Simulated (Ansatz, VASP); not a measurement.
## Two plane-wave programs on Sc

```
CELL_PARAMETERS angstrom
3.27405 0.00000 0.00000
-1.63702 2.83541 0.00000
0.00000 0.00000 5.12839
ATOMIC_POSITIONS crystal
Sc 0.33333 0.66667 0.25000
Sc 0.66667 0.33333 0.75000
```

Alike in both runs: functional PBEsol; k mesh 15 × 15 × 8; occupations fermi-dirac, width 0.15 eV; no spin polarisation.

Ansatz relaxed the structure, and its values are those at the end. VASP's run is a single point on that final structure, the one shown.

|  | VASP | Ansatz |
| --- | --- | --- |
| version | VASP 6.6.1 | Ansatz 0.2.0 |
| potentials or method | VASP PAW PBE potentials, release 64 (Sc_sv), cutoff 520 eV | scalar-relativistic, plane waves, PAW |
| valence electrons in the cell | 22 | 22 |

|  | VASP | Ansatz | Ansatz less VASP |
| --- | --- | --- | --- |
| gap on the k mesh at the Fermi level (eV) | none | none | - |
| pressure (GPa) | 0.0 | 0.0 | -0.01 |

VASP's potentials were made for PBE, not for PBEsol. A gap of «none» marks a metal or a gap that the smearing closes.
